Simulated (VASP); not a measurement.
Runs of VASP 6.6.1 on TiC. The structure is that of space group I4/mmm (No. 139), or close to it. The cells are those of the table. 

```tsv
cell	gap on the mesh (eV)	pressure (GPa)
a = 3.408, b = 3.408, c = 2.673 Å, angles 66.9, 66.9, 46.2°, 2 atoms	none	71.9
a = 2.998, b = 2.998, c = 3.231 Å, angles 57.4, 57.4, 65.2°, 2 atoms	none	14.1
a = 2.980, b = 2.980, c = 3.533 Å, angles 53.6, 53.6, 72.7°, 2 atoms	none	78.8
a = 3.116, b = 3.116, c = 2.965 Å, angles 61.6, 61.6, 56.8°, 2 atoms	none	(c)
a = 3.023, b = 3.023, c = 3.147 Å, angles 58.6, 58.6, 62.7°, 2 atoms	none	(b)
a = 3.181, b = 3.181, c = 2.880 Å, angles 63.1, 63.1, 53.8°, 2 atoms	none	16.3
a = 2.975, b = 2.975, c = 3.435 Å, angles 54.7, 54.7, 70.5°, 2 atoms	none	56.4
a = 3.339, b = 3.339, c = 2.727 Å, angles 65.9, 65.9, 48.2°, 2 atoms	none	(a)
a = 2.981, b = 2.981, c = 3.325 Å, angles 56.1, 56.1, 67.8°, 2 atoms	none	31.2
a = 3.252, b = 3.252, c = 2.804 Å, angles 64.5, 64.5, 51.1°, 2 atoms	none	32.1
```

Alike in all rows: task single point; level PBE; potentials or basis VASP PAW PBE potentials, release 64 (Ti_sv, C); no spin polarisation; k mesh 20 × 20 × 20; cutoff (eV) 520; smearing gaussian 0.15 eV.

**Question.** Estimate the missing entries.

**Answer.** (a) 53.8; (b) 4.5; (c) 5.3.

A gap of «none» marks levels without a gap at the run's occupations.
